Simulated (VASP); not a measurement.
Runs of VASP 6.6.1 on PbS. The structure is that of space group Fm-3m (No. 225), or close to it. The cells are those of the table. 

| level | cell | k mesh | smearing | gap on the mesh (eV) | pressure (GPa) |
| --- | --- | --- | --- | --- | --- |
| r2SCAN | a = 4.056 Å, angles 60.0°, 2 atoms | 8 × 8 × 8 | fermi-dirac 0.02 eV | 0.17 | 9.2 |
| r2SCAN | a = 4.140 Å, angles 60.0°, 2 atoms | 8 × 8 × 8 | gaussian 0.01 eV | 0.46 | (d) |
| r2SCAN | a = 4.267 Å, angles 60.0°, 2 atoms | 8 × 8 × 8 | gaussian 0.01 eV | 0.81 | -1.6 |
| r2SCAN | a = 4.098 Å, angles 60.0°, 2 atoms | 8 × 8 × 8 | fermi-dirac 0.02 eV | (c) | 6.4 |
| PBE | a = 4.140 Å, angles 60.0°, 2 atoms | 8 × 8 × 8 | fermi-dirac 0.02 eV | (b) | 4.8 |
| r2SCAN | a = 4.182 Å, angles 60.0°, 2 atoms | 8 × 8 × 8 | gaussian 0.01 eV | 0.59 | 1.8 |
| PBE | a = 4.225 Å, angles 60.0°, 2 atoms | 4 × 4 × 4 | gaussian 0.01 eV | 0.44 | 0.9 |
| PBE | a = 4.056 Å, angles 60.0°, 2 atoms | 8 × 8 × 8 | fermi-dirac 0.02 eV | 0.06 | (a) |
| PBE | a = 4.394 Å, angles 60.0°, 2 atoms | 8 × 8 × 8 | fermi-dirac 0.02 eV | 0.77 | -4.3 |
| PBE | a = 4.267 Å, angles 60.0°, 2 atoms | 8 × 8 × 8 | fermi-dirac 0.02 eV | 0.54 | -0.7 |
| r2SCAN | a = 4.309 Å, angles 60.0°, 2 atoms | 8 × 8 × 8 | gaussian 0.01 eV | 0.90 | -3.1 |
| PBE | a = 4.098 Å, angles 60.0°, 2 atoms | 8 × 8 × 8 | fermi-dirac 0.02 eV | 0.08 | 7.1 |

Alike in all rows: task single point; potentials or basis VASP PAW PBE potentials, release 64 (Pb_d, S); no spin polarisation; cutoff (eV) 520.

**Question.** Fill in the values left out.

**Answer.** (a) 9.7; (b) 0.21; (c) 0.32; (d) 4.0.

Caveats: some runs use coarse meshes; spin-orbit coupling is left out, which moves the levels of the heavy elements; the PAW data sets were made with another functional, which shifts forces and pressure a little (some runs).

A k mesh can miss the band edges, and the runs leave out spin-orbit coupling on Pb.
